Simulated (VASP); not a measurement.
Wanted: the native input for a VASP 6.6.1 run.

- Task: molecular dynamics
- Functional: PBE
- Potentials or basis: VASP PAW PBE potentials, release 64 (Si, N)
- Cutoff: 520 eV
- k mesh: 1 × 1 × 1
- Occupations: fermi-dirac, width 0.05 eV
- Spin: no spin polarisation
- Dipole correction: no
- Further INCAR settings: ALGO = Normal; EDIFF = 1e-05; NBANDS = 45; ISYM = 0; IBRION = 0; POTIM = 2.0; NSW = 40

The structure of Si3N4 lies in POSCAR:

```
Si3N4
1.0
    5.3378070000     -0.0461070000     -0.0620370000
   -0.0461070000      5.3190510000      0.1015160000
   -0.0620370000      0.1015160000      5.4132090000
Si N
6 8
Direct
    0.8483843266      0.7655071117      0.7829271500
    0.2009410098      0.2200830909      0.3182080015
    0.6921931406      0.4264415798      0.5175999114
    0.3567684343      0.7468546001      0.4618491877
    0.6906322230      0.2503664153      0.0530545489
    0.3664443736      0.7567840025      0.0134113827
    0.1783396825      0.8358386463      0.7311176112
    0.8177244867      0.4325377285      0.7985693932
    0.3808550614      0.3381521926      0.5441830275
    0.8952225827      0.2954880550      0.3161079382
    0.4163839416      0.4419689033      0.1245743286
    0.6997418534      0.7666071885      0.4825350354
    0.6531896587      0.9435248230      0.9888719580
    0.2320979674      0.9289921248      0.2358833067
```

One way to write it, as run:

INCAR

```
SYSTEM = Si3N4
  PREC = Accurate
  ENCUT = 520
  EDIFF = 1E-5
  ISMEAR = -1
  SIGMA = 0.05
  LREAL = .False.
  LASPH = .True.
  NELM = 100
  ALGO = Normal
  ISIF = 2
  LWAVE = .False.
  LCHARG = .False.
  GGA = PE
  NBANDS = 45
  ISYM = 0
  IBRION = 0
  NSW = 40
  POTIM = 2.0
  TEBEG = 300.0
  TEEND = 300.0
  NELMIN = 4
  RANDOM_SEED = 17527 0 0
  MDALGO = 3
  LANGEVIN_GAMMA = 15 15
```

KPOINTS

```
Automatic mesh
0
Gamma
  1 1 1
  0 0 0
```

Potentials or basis: VASP PAW PBE potentials, release 64 (Si, N).

Command:

```console
$ cat potpaw_PBE.64/Si/POTCAR potpaw_PBE.64/N/POTCAR > POTCAR
$ mpirun -np 1 vasp_gam > vasp.out
```

Wall time 8.1 min on 1 thread of Intel Xeon 8259CL (shared host), peak memory 0.23 GiB.
